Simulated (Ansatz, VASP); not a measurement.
## Bi in VASP and in Ansatz

Contents of INCAR:

```
SYSTEM = Bi
PREC = Accurate
ENCUT = 520
EDIFF = 1E-7
ISMEAR = -1
SIGMA = 0.05
LREAL = .FALSE.
LASPH = .TRUE.
NELM = 100
ALGO = Fast
ISIF = 2
LWAVE = .FALSE.
LCHARG = .TRUE.
GGA = PE
LELF = .TRUE.
LVHAR = .TRUE.
NBANDS = 22
```

The input KPOINTS:

```
regular mesh
0
G
  8 8 4
  0 0 0
```

POSCAR

```
Bi
1.0
    3.2383762460      0.0000000000      0.0000000000
    0.0000000000      3.2216433200      0.0000000000
   -0.0804548793      0.0000000000      6.4438887882
Bi
2
Direct
    0.5442472500      0.0000000000      0.7495778900
    0.4557527500      0.0000000000      0.2504221100
```

Contents of input.yaml:

```yaml
crystal:
  lattice:
    - [3.238376246, 0.0, 0.0]
    - [0.0, 3.22164332, 0.0]
    - [-0.0804548793, 0.0, 6.4438887882]
  atoms:
    - { symbol: Bi, position: [0.54424725, 0.0, 0.74957789] }
    - { symbol: Bi, position: [0.45575275, 0.0, 0.25042211] }
kpoints:
  mp_grid: { grid: [8, 8, 4] }
scf:
  occupations: { method: fermi_dirac, width: 0.05 }
hamiltonian:
  xc: pbe
  pseudopotentials: { kind: all_electron, lapw: { basis_error: 0.001 } }
output:
  forces: true
  stress: true
  eigenvalues: true
  populations: true
```

Alike in both runs: task single point; functional PBE; k mesh 8 × 8 × 4; occupations fermi-dirac, width 0.05 eV; no spin polarisation.

```csv
,VASP,Ansatz
version,VASP 6.6.1,Ansatz 0.2.0
potentials or method,"VASP PAW PBE potentials, release 64 (Bi_d), cutoff 520 eV","all-electron LAPW, scalar-relativistic"
```

```csv
,VASP,Ansatz,Ansatz less VASP
gap on the k mesh at the Fermi level (eV),none,none,-
pressure (GPa),2.1,2.2,+0.08
"traceless stress, the component that is largest in VASP (GPa)",0.60,0.60,+0.001
rms of the force components (eV/Å),0.010,0.010,0.0000
```

Atom by atom the forces differ by 0.000 eV/Å (rms over components). A gap of «none» marks a metal or a gap that the smearing closes. Ansatz ran all-electron here, and VASP with PAW potentials.

Neither program's run includes spin-orbit coupling.
